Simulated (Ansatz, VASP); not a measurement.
SrMg: VASP beside Ansatz

The input INCAR:

```
SYSTEM = SrMg
PREC = Accurate
ENCUT = 520
EDIFF = 1E-6
ISMEAR = 0
SIGMA = 0.15
LREAL = .FALSE.
LASPH = .TRUE.
NELM = 100
ALGO = Fast
ISIF = 2
LWAVE = .FALSE.
LCHARG = .TRUE.
LELF = .TRUE.
LVHAR = .TRUE.
NBANDS = 13
```

KPOINTS

```
Automatic mesh
0
G
  12 12 12
  0 0 0
```

File POSCAR:

```
SrMg
1.0
    4.0170000000      0.0000000000      0.0000000000
    0.0000000000      4.0170000000      0.0000000000
    0.0000000000      0.0000000000      3.9000000000
Sr Mg
1 1
Direct
    0.5000000000      0.5000000000      0.5000000000
    0.0000000000      0.0000000000      0.0000000000
```

Input for Ansatz:

```yaml
crystal:
  lattice:
    - [4.017, 0.0, 0.0]
    - [0.0, 4.017, 0.0]
    - [0.0, 0.0, 3.9]
  atoms:
    - { symbol: Sr, position: [0.5, 0.5, 0.5] }
    - { symbol: Mg, position: [0.0, 0.0, 0.0] }
basis:
  ecutwfc: 420
kpoints:
  mp_grid: { grid: [12, 12, 12] }
hamiltonian:
  xc: lda
scf:
  occupations: { method: gaussian, width: 0.15 }
output:
  forces: true
  stress: true
  eigenvalues: true
```

Change from the starting cell: strain +0.030 along x and y, +0.000 along z, atoms carried along.

Alike in both runs: task single point; functional LDA; k mesh 12 × 12 × 12; occupations gaussian, width 0.15 eV; no spin polarisation.

|  | VASP | Ansatz |
| --- | --- | --- |
| version | VASP 6.6.1 | Ansatz 0.2.0 |
| potentials or method | VASP PAW LDA potentials, release 64 (Sr_sv, Mg), cutoff 520 eV | scalar-relativistic, plane waves, PAW |
| valence electrons in the cell | 12 | 20 |

VASP gave:

```
gap on the k mesh at the Fermi level (eV)                     : none
pressure (GPa)                                                : 1.4
traceless stress, the component that is largest in VASP (GPa) : 0.20
```

Estimate Ansatz's values.

gap on the k mesh at the Fermi level (eV): none; pressure (GPa): 1.6; traceless stress, the component that is largest in VASP (GPa): 0.19.

LDA's correlation is that of Perdew and Zunger in VASP and of Perdew and Wang (1992) in Ansatz. A gap of «none» marks a metal or a gap that the smearing closes. VASP's potentials hold 12 valence electrons a cell and Ansatz's 20, so a difference there can come from the potentials and not from the codes.
